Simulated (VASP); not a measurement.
# InSb (Pm-3m) in VASP: single point with PBEsol

Aim: the single point of InSb with PBEsol.

Everything below comes from runs of VASP 6.6.1. Logs are shortened: lines on timing, memory, paths and dates and some standing lists are left out, and cuts for length are marked.

## (1) The cell of the first run

Symmetry: Pm-3m, No. 221, cubic system. The conventional cell has a = 3.808 Å, b = 3.808 Å, c = 3.808 Å, α = 90.00°, β = 90.00°, γ = 90.00°. In (site symmetry m-3m) has 8 Sb at 3.30 Å and 6 In at 3.81 Å within 4.3 Å. Within 4.3 Å of Sb (site symmetry m-3m) lie 8 In at 3.30 Å and 6 Sb at 3.81 Å.

## (2) Single point, PBEsol

Contents of INCAR:

```
PREC = Accurate
ENCUT = 520
EDIFF = 1E-7
ISMEAR = 0
SIGMA = 0.15
LREAL = F
LASPH = T
NELM = 80
ALGO = Normal
ISIF = 2
LWAVE = F
LCHARG = F
GGA = PS
NBANDS = 16
```

Contents of KPOINTS:

```
regular mesh
0
Gamma
  12 12 12
```

Contents of POSCAR:

```
InSb
1.0
    3.8076520000      0.0000000000      0.0000000000
    0.0000000000      3.8076520000      0.0000000000
    0.0000000000      0.0000000000      3.8076520000
In Sb
1 1
Direct
    0.0000000000      0.0000000000      0.0000000000
    0.5000000000      0.5000000000      0.5000000000
```

Potentials or basis: VASP PAW PBE potentials, release 64 (In_d, Sb).

On the command line:

```bash
$ cat potpaw_PBE.64/In_d/POTCAR potpaw_PBE.64/Sb/POTCAR > POTCAR
$ mpirun -np 1 vasp_std > vasp.out
```

OUTCAR:

```text
PREC = Accurate
   ENCUT = 520
   EDIFF = 1E-7
   ISMEAR = 0
   LREAL = F
   LASPH = T
   NELM = 80
   ISIF = 2
   GGA = PS

 ion  position               nearest neighbor table
   1  0.000  0.000  0.000-   2 3.30   2 3.30   2 3.30   2 3.30   2 3.30   2 3.30   2 3.30   2 3.30

   2  0.500  0.500  0.500-   1 3.30   1 3.30   1 3.30   1 3.30   1 3.30   1 3.30   1 3.30   1 3.30

  LATTYP: Found a simple cubic cell.
 ALAT       =     3.8076520000

  Lattice vectors:

 A1 = (   3.8076520000,   0.0000000000,   0.0000000000)
 A2 = (   0.0000000000,   3.8076520000,   0.0000000000)
 A3 = (   0.0000000000,   0.0000000000,   3.8076520000)

Analysis of symmetry for initial positions (statically):
=====================================================================
 Subroutine PRICEL returns:
 Original cell was already a primitive cell.

 Routine SETGRP: Setting up the symmetry group for a
 simple cubic supercell.

 Subroutine GETGRP returns: Found 48 space group operations
 (whereof 48 operations were pure point group operations)
 out of a pool of 48 trial point group operations.

The static configuration has the point symmetry O_h .

Analysis of symmetry for dynamics (positions and initial velocities):
=====================================================================
 Subroutine PRICEL returns:
 Original cell was already a primitive cell.

 Routine SETGRP: Setting up the symmetry group for a
 simple cubic supercell.

 Subroutine GETGRP returns: Found 48 space group operations
 (whereof 48 operations were pure point group operations)
 out of a pool of 48 trial point group operations.

The dynamic configuration has the point symmetry O_h .

 Subroutine INISYM returns: Found 48 space group operations
 (whereof 48 operations are pure point group operations),
 and found     1 'primitive' translations

----------------------------------------------------------------------------------------

                                     Primitive cell

  volume of cell :      55.2042

  direct lattice vectors                    reciprocal lattice vectors
     3.807652000  0.000000000  0.000000000     0.262629043  0.000000000  0.000000000
     0.000000000  3.807652000  0.000000000     0.000000000  0.262629043  0.000000000
[... 75 lines left out ...]
 SYSTEM =  unknown system
   PREC   = accura    normal or accurate (medium, high low for compatibility)
   ISTART =      0    job   : 0-new  1-cont  2-samecut
   ICHARG =      2    charge: 1-file 2-atom 10-const
   ISPIN  =      1    spin polarized calculation?
   LNONCOLLINEAR =      F non collinear calculations
   LSORBIT =      F    spin-orbit coupling
   LASPH  =      T    aspherical Exc in radial PAW
   ENCUT  =  520.0 eV  38.22 Ry    6.18 a.u.   7.08  7.08  7.08*2*pi/ulx,y,z
   NELM   =     80;   NELMIN=  2; NELMDL= -5     # of ELM steps
   EDIFF  = 0.1E-06   stopping-criterion for ELM
   LREAL  =      F    real-space projection
   EDIFFG = 0.1E-05   stopping-criterion for IOM
   NSW    =      0    number of steps for IOM
   IBRION =     -1    ionic relax: 0-MD 1-quasi-New 2-CG
   NFREE  =      0    steps in history (QN), initial steepest desc. (CG)
   ISIF   =      2    stress and relaxation
   ISYM   =      2    0-nonsym 1-usesym 2-fastsym
   POTIM  = 0.5000    time-step for ionic-motion
   TEBEG  =    0.0;   TEEND  =   0.0 temperature during run
   PSTRESS=    0.0 pullay stress
   NELECT =      18.0000    total number of electrons
   NUPDOWN=      -1.0000    fix difference up-down
   EMIN   =  10.00;   EMAX   =-10.00  energy-range for DOS
   EFERMI =   0.00;   METHOD = LEGACY
   ISMEAR =     0;   SIGMA  =   0.15  broadening in eV -4-tet -1-fermi 0-gaus
   EFERMI_NEDOS =   21; number of points for ismear=-14 and -15
   IALGO  =     38    algorithm
   IMIX   =      4    mixing-type and parameters
     AMIX     =   0.40;   BMIX     =  1.00
     AMIX_MAG =   1.60;   BMIX_MAG =  1.00
  volume/ion in A,a.u.               =      27.60       186.27
  Fermi-wavevector in a.u.,A,eV,Ry     =   1.126787  2.129318 17.274616  1.269648
  Thomas-Fermi vector in A             =   2.263470
   LORBIT       =      0    0 simple, 1 ext, 2 COOP (PROOUT), +10 PAW based schemes
   GGA     = PS    functional components
   LHFCALC =     F    Hartree Fock is set to
   AEXX    =    0.0000 exact exchange contribution
   IVDW    =     0    specifies the selected vdW correction
   LEPSILON=     F    determine dielectric tensor
   LRPA    =     F    only Hartree local field effects (RPA)
 non-spin polarized calculation
 Gauss-broadening in eV      SIGMA  =   0.15
  energy-cutoff  :      520.00
  volume of cell :       55.20
 maximum number of plane-waves:      1504
   NGX = 15   NGY = 15   NGZ = 15

 number of electron      17.9999988 magnetization

 Free energy of the ion-electron system (eV)
  ---------------------------------------------------
  ext. energy  EPLUGINS =         0.00000000
  ---------------------------------------------------
  free energy    TOTEN  =        -7.36371911 eV

  energy without entropy =       -7.35180931  energy(sigma->0) =       -7.35776421

 E-fermi :   7.2565     XC(G=0): -10.1883

 val. band max:        7.2517300354   @ k =   0.1667   0.0000   0.0000
 cond. band min:       7.2737557384   @ k =   0.3333   0.1667   0.0833
 fundamental gap:      0.0220257030
 Fermi energy:         7.2565280306

 k-point     1 :       0.0000    0.0000    0.0000
  band No.  band energies     occupation
      1      -7.1213      2.00000
      2      -7.1213      2.00000
      3      -7.0148      2.00000
      4      -7.0148      2.00000
      5      -7.0148      2.00000
      6      -4.0352      2.00000
[... 433 lines left out ...]
      3      -7.0483      2.00000
      4      -7.0393      2.00000
      5      -6.9814      2.00000
      6      -1.7295      2.00000
[... 8 lines left out ...]
     15      16.0218      0.00000
     16      17.2477      0.00000

 [... further k-points ...]
[... 5 lines left out ...]
  --------------------------------------------------------------------------------------
  -------------------------------------------------------------------------------------
  Total       -1.0335438     -1.0335438     -1.0335438      0.0000000      0.0000000     -0.0000000
  in kB      -29.9963008    -29.9963008    -29.9963008      0.0000000      0.0000000     -0.0000000
  external PRESSURE =     -29.9963008 kB  Pullay stress =       0.0000000 kB

 VOLUME and BASIS-vectors are now :
 -----------------------------------------------------------------------------
  energy-cutoff  :      520.00
  volume of cell :       55.20
      direct lattice vectors                 reciprocal lattice vectors
     3.807652000  0.000000000  0.000000000     0.262629043  0.000000000  0.000000000
     0.000000000  3.807652000  0.000000000     0.000000000  0.262629043  0.000000000
     0.000000000  0.000000000  3.807652000     0.000000000  0.000000000  0.262629043

 POSITION                                       TOTAL-FORCE (eV/Angst)
 -----------------------------------------------------------------------------------
      0.00000      0.00000      0.00000         0.000000      0.000000      0.000000
      1.90383      1.90383      1.90383         0.000000      0.000000      0.000000
 -----------------------------------------------------------------------------------
    total drift:                               -0.000000      0.000000     -0.000000

  FREE ENERGIE OF THE ION-ELECTRON SYSTEM (eV)
  ---------------------------------------------------
  free  energy   TOTEN  =        -7.3637191104 eV

  energy  without entropy=       -7.3518093145  energy(sigma->0) =       -7.35776421
```

OSZICAR:

```text
N       E                     dE             d eps       ncg     rms          rms(c)
DAV:   1     0.108780057389E+03    0.10878E+03   -0.80469E+03  2696   0.119E+03
DAV:   2    -0.107370597519E+01   -0.10985E+03   -0.10668E+03  3088   0.293E+02
DAV:   3    -0.724953886766E+01   -0.61758E+01   -0.61273E+01  3312   0.676E+01
DAV:   4    -0.740446664149E+01   -0.15493E+00   -0.15486E+00  3536   0.114E+01
DAV:   5    -0.741182130780E+01   -0.73547E-02   -0.73544E-02  3968   0.211E+00    0.254E+00
DAV:   6    -0.737201148017E+01    0.39810E-01   -0.65816E-02  3576   0.443E+00    0.139E+00
DAV:   7    -0.736444993678E+01    0.75615E-02   -0.20087E-02  3576   0.194E+00    0.299E-01
DAV:   8    -0.736373201821E+01    0.71792E-03   -0.18021E-03  3456   0.590E-01    0.926E-02
DAV:   9    -0.736372232274E+01    0.96955E-05   -0.12480E-04  3936   0.971E-02    0.399E-02
DAV:  10    -0.736371974281E+01    0.25799E-05   -0.61629E-06  3568   0.237E-02    0.164E-02
DAV:  11    -0.736371932185E+01    0.42095E-06   -0.92699E-07  3712   0.139E-02    0.557E-03
DAV:  12    -0.736371913737E+01    0.18448E-06   -0.90687E-08  2120   0.418E-03    0.156E-03
DAV:  13    -0.736371911036E+01    0.27017E-07   -0.76804E-09  1808   0.773E-04
   1 F= -.73637191E+01 E0= -.73577642E+01  d E =-.119098E-01
```

stdout:

```text
POSCAR found type information on POSCAR InSb
 POSCAR found :  2 types and       2 ions
 scaLAPACK will be used
 -----------------------------------------------------------------------------
|                                                                             |
|                                                                             |
|     You enforced a specific xc type in the INCAR file but a different       |
|     I HOPE YOU KNOW WHAT YOU ARE DOING!                                     |
|                                                                             |
 -----------------------------------------------------------------------------

 LDA part: xc-table for (Slater+PW92), standard interpolation
 POSCAR, INCAR and KPOINTS ok, starting setup
 FFT: planning ... GRIDC
 FFT: planning ... GRID_SOFT
 FFT: planning ... GRID
 WAVECAR not read
 entering main loop
```

Wall time 51 s (1 thread of Intel Xeon 8259CL, shared host); peak memory 0.21 GiB.

What came out:

- Free energy: -7.3637 eV
- Pressure: -3.0 GPa
- Band gap on the k mesh: zero (bands 9 and 10 overlap by 3.33 eV)

Caveat: the PAW data sets were made with another functional, which shifts forces and pressure a little; spin-orbit coupling is left out, which moves the levels of the heavy elements.

The gap in the log of VASP goes by the Fermi energy; the results here count the filled bands.